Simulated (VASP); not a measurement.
Input of a VASP 6.6.1 run:

File INCAR:

```
PREC = Accurate
ENCUT = 400
EDIFF = 1E-6
ISMEAR = -1
SIGMA = 0.02
LREAL = Auto
LASPH = T
NELM = 120
ALGO = Normal
ISIF = 2
LWAVE = F
LCHARG = F
GGA = PS
NBANDS = 96
GGA_COMPAT = F
ISYM = -1
```

Contents of KPOINTS:

```
explicit points
2
Reciprocal
  0.25000000   0.25000000   0.00000000 2
  0.25000000   0.75000000   0.00000000 2
```

POSCAR

```
ZnS
1.0
    0.0000000000     -6.5924320200      0.0000000000
    5.7092136021     -3.2962160100      0.0000000000
    0.0000000000     -2.1974773400      9.3519478348
Zn S
9 9
Direct
    0.6801084017      0.6521630227      0.9990657738
    0.3464591616      0.3342532147      1.0023087346
    0.0116387702     -0.0112537390      1.0024317036
    0.4505854901      0.6804614910      0.6627056854
    0.1262289410      0.3521707437      0.6579660311
    0.7814541616      1.0306920375      0.6781744415
    0.1969368526      0.6602690428      0.3365549141
    0.8723233738      0.3213840168      0.3281122879
    0.5254969083      0.9909743083      0.3370874235
    0.5592774064      0.6510859917      0.2533908488
    0.2344819593      0.3246834204      0.2499993628
    0.9007013365     -0.0167446879      0.2465594377
    0.1376923743      0.6874673595      0.5866237812
    0.8170567171      0.3469285156      0.5793656141
    0.4923232677      0.0089977366      0.5789792774
    0.3750656496      0.6613728725      0.9127303906
    0.0473458908      0.3205140195      0.9131866592
    0.7033738465      0.9930294074      0.9218635681
```

Potentials or basis: VASP PAW PBE potentials, release 64 (Zn, S).

Command:

```bash
$ cat potpaw_PBE.64/Zn/POTCAR potpaw_PBE.64/S/POTCAR > POTCAR
$ mpirun -np 1 vasp_std > vasp.out
```

**Question.** What does it give for the pressure?

**Answer.** -1.6 GPa.

**Question.** What does it give for the largest force?

**Answer.** 0.603 eV/Å.

**Question.** What does it give for the band gap on the k mesh?

**Answer.** 3.24 eV.

Forces on the atoms (eV/Å):
```
Zn  -0.072 -0.085  0.116
Zn  -0.152  0.275 -0.080
Zn   0.101 -0.139 -0.203
Zn  -0.016 -0.145 -0.038
Zn  -0.453  0.153  0.301
Zn  -0.336  0.210 -0.290
Zn  -0.011 -0.035  0.154
Zn  -0.116 -0.029  0.121
Zn  -0.173 -0.315 -0.252
S    0.249 -0.447 -0.319
S    0.069  0.067  0.034
S    0.288 -0.021  0.301
S    0.115 -0.060 -0.231
S    0.055  0.057 -0.041
S    0.132  0.258  0.382
S    0.057  0.073  0.001
S    0.201  0.078  0.024
S    0.063  0.106  0.020
```

Caveat: the atoms stand as in a frame of molecular dynamics; the PAW data sets were made with another functional, which shifts forces and pressure a little; a shifted mesh leaves out Γ, where band edges can lie. A k mesh can miss the band edges.
